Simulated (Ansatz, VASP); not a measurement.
# KTaSe3 in VASP and in Ansatz

INCAR

```
ALGO     = Normal         # electronic algorithm
EDIFF    = 1E-7           # SCF threshold, eV
EDIFFG   = -0.04          # ionic threshold
ENCUT    = 600            # plane-wave cutoff, eV
GGA      = PE             # functional
IBRION   = 2              # ionic algorithm
ISIF     = 3              # what is computed and relaxed
ISMEAR   = 0              # smearing method
LASPH    = T              # aspherical terms in the spheres
LCHARG   = F              # write CHGCAR
LREAL    = F              # projectors in reciprocal space
LWAVE    = F              # write WAVECAR
NELM     = 80             # most SCF steps
NSW      = 90             # ionic steps
PREC     = Accurate       # precision mode
SIGMA    = 0.1            # smearing width, eV
```

KPOINTS

```
k-points
0
Gamma
  4 4 4
```

File POSCAR:

```
KTaSe3
1.0
    4.8987013400      0.0000000000      0.0000000000
    0.0000000000      4.8987013400      0.0000000000
    0.0000000000      0.0000000000      4.8987013400
K Ta Se
1 1 3
Direct
    0.0000000000      0.0000000000      0.0000000000
    0.5000000000      0.5000000000      0.5000000000
    0.0000000000      0.5000000000      0.5000000000
    0.5000000000      0.0000000000      0.5000000000
    0.5000000000      0.5000000000      0.0000000000
```

Input for Ansatz:

```yaml
crystal:
  lattice:
    - [4.89870134, 0.0, 0.0]
    - [0.0, 4.89870134, 0.0]
    - [0.0, 0.0, 4.89870134]
  atoms:
    - { symbol: K, position: [0.0, 0.0, 0.0] }
    - { symbol: Ta, position: [0.5, 0.5, 0.5] }
    - { symbol: Se, position: [0.0, 0.5, 0.5] }
    - { symbol: Se, position: [0.5, 0.0, 0.5] }
    - { symbol: Se, position: [0.5, 0.5, 0.0] }
basis:
  ecutwfc: 420
kpoints:
  mp_grid: { grid: [4, 4, 4] }
hamiltonian:
  xc: pbe
scf:
  occupations: { method: gaussian, width: 0.1 }
  lower_state_search: "off"
output:
  forces: true
  stress: true
  eigenvalues: true
relax:
  adjacent_minimum: "off"
  f_tol: 0.04
  max_steps: 70
  cell: { stress_tol: 0.4 }
```

Change from the starting cell: species swapped into the TlCuCl3 type (Pm-3m, No. 221).

Alike in both runs: task relaxation of cell and atoms; functional PBE; k mesh 4 × 4 × 4; occupations gaussian, width 0.1 eV; no spin polarisation.

|  | VASP | Ansatz |
| --- | --- | --- |
| version | VASP 6.6.1 | Ansatz 0.2.0 |
| potentials or method | VASP PAW PBE potentials, release 64 (K_sv, Ta_pv, Se), cutoff 600 eV | scalar-relativistic, plane waves, PAW |
| valence electrons in the cell | 38 | 70 |

|  | VASP | Ansatz | Ansatz less VASP |
| --- | --- | --- | --- |
| gap on the k mesh at the Fermi level, each at its own relaxed structure (eV) | none | none | - |
| relaxed volume (Å³/atom) | 26.66 | 26.69 | +0.022 |
| relaxed length of the cell vector where the two differ most in proportion (Å) | 5.109 | 5.110 | +0.0014 |

A gap of «none» marks a metal or a gap that the smearing closes. VASP's potentials hold 38 valence electrons a cell and Ansatz's 70, so a difference there can come from the potentials and not from the codes.

Neither program's run includes spin-orbit coupling.
